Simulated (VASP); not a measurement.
Wanted: the native input for a VASP 6.6.1 run.

* Task: relaxation of cell and atoms
* Functional: PBEsol
* Potentials or basis: VASP PAW PBE potentials, release 64 (C, O)
* Cutoff: 600 eV
* k mesh: 11 × 11 × 4
* Occupations: fermi-dirac, width 0.02 eV
* Spin: no spin polarisation
* Dipole correction: no
* Further INCAR settings: ALGO = Normal; EDIFF = 1e-06; IBRION = 2; EDIFFG = -0.02; NSW = 60; ISIF = 3

The structure of CO2 lies in POSCAR:

```
CO2
1.0
    2.3454505839      0.0000000000      0.0000000000
   -1.1727252920      2.0312197890      0.0000000000
    0.0000000000      0.0000000000      5.4763013968
C O
1 2
Direct
    0.0000000000      0.0000000000      0.0000000000
    0.3333333333      0.6666666667      0.1596461879
    0.6666666667      0.3333333333      0.8403538121
```

The input as run:

INCAR

```
SYSTEM = CO2
PREC     = Accurate       ! precision mode
ENCUT    = 600            ! plane-wave cutoff, eV
EDIFF    = 1E-6           ! SCF threshold, eV
ISMEAR   = -1             ! smearing method
SIGMA    = 0.02           ! smearing width, eV
LREAL    = .FALSE.        ! projectors in reciprocal space
LASPH    = .TRUE.         ! aspherical terms in the spheres
NELM     = 100            ! most SCF steps
ALGO     = Normal         ! electronic algorithm
ISIF     = 3              ! what is computed and relaxed
LWAVE    = .FALSE.        ! write WAVECAR
LCHARG   = .FALSE.        ! write CHGCAR
GGA      = PS             ! functional
IBRION   = 2              ! ionic algorithm
NSW      = 60             ! ionic steps
EDIFFG   = -0.02          ! ionic threshold
```

KPOINTS

```
regular mesh
0
G
  11 11 4
  0 0 0
```

Potentials or basis: VASP PAW PBE potentials, release 64 (C, O).

The run is started by

```bash
$ cat potpaw_PBE.64/C/POTCAR potpaw_PBE.64/O/POTCAR > POTCAR
$ mpirun -np 1 vasp_std > vasp.out
```

Results of the run:

| Quantity | Value |
| --- | --- |
| Relaxed volume | 7.82 Å³/atom |
| Relaxed cell | a = 2.348 Å, b = 2.348 Å, c = 4.910 Å, α = 90.00°, β = 90.00°, γ = 120.00° |
| Space group after relaxing (to 0.1 Å) | P-3m1 (No. 164) |
| Energy gained by relaxing | 2.0 meV/atom |
| Ionic steps | 26 |
| Pressure after relaxing | 0.0 GPa |
| Band gap on the k mesh | 4.78 eV (least direct gap 5.19 eV) |

Caveat: the PAW data sets were made with another functional, which shifts forces and pressure a little; an odd mesh through Γ misses points on the zone boundary, where band edges can lie.

Run time: 110 s on 1 thread of Intel(R) Xeon(R) 6975P-C (Granite Rapids), with other jobs on the host, peak memory 0.16 GiB.
